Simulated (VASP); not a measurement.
Set up this calculation in VASP 6.6.1, as the native input.

```yaml
Task: single point
Functional: PBEsol
Potentials_or_basis: VASP PAW PBE potentials, release 64 (Ga_d, As)
Cutoff: 500 eV
k_mesh: 10 × 10 × 10
Occupations: gaussian, width 0.01 eV
Spin: no spin polarisation
Dipole_correction: no
Further_INCAR_settings: ALGO = Normal; EDIFF = 1e-06; NBANDS = 16
```

The structure of GaAs lies in POSCAR:

```
GaAs
1.0
    0.0000000000      2.8697120256      2.8697120256
    2.8697120256      0.0000000000      2.8697120256
    2.8697120256      2.8697120256      0.0000000000
Ga As
1 1
Direct
    0.2500000000      0.2500000000      0.2500000000
    0.0000000000      0.0000000000      0.0000000000
```

This cell differs from its parent crystal: Bi replaced by As, lengths x 0.936, strained.

These files were run (other wordings do the same):

INCAR

```
SYSTEM = GaAs
PREC = Accurate
ENCUT = 500
EDIFF = 1E-6
ISMEAR = 0
SIGMA = 0.01
LREAL = .False.
LASPH = .True.
NELM = 120
ALGO = Normal
ISIF = 2
LWAVE = .False.
LCHARG = .False.
GGA = PS
NBANDS = 16
GGA_COMPAT = .False.
```

KPOINTS

```
regular mesh
0
Gamma
  10 10 10
  0 0 0
```

Potentials or basis: VASP PAW PBE potentials, release 64 (Ga_d, As).

The run is started by

```console
$ cat potpaw_PBE.64/Ga_d/POTCAR potpaw_PBE.64/As/POTCAR > POTCAR
$ mpirun -np 1 vasp_std > vasp.out
```

Results of the run:

The pressure is -2.5 GPa. The band gap on the k mesh is 0.12 eV.

Caveat: the cell differs from its parent crystal (Bi replaced by As, lengths x 0.936, strained); the PAW data sets were made with another functional, which shifts forces and pressure a little.

It took 69 s on 1 thread of Intel Xeon 8259CL, on a shared host, peak memory 0.19 GiB.
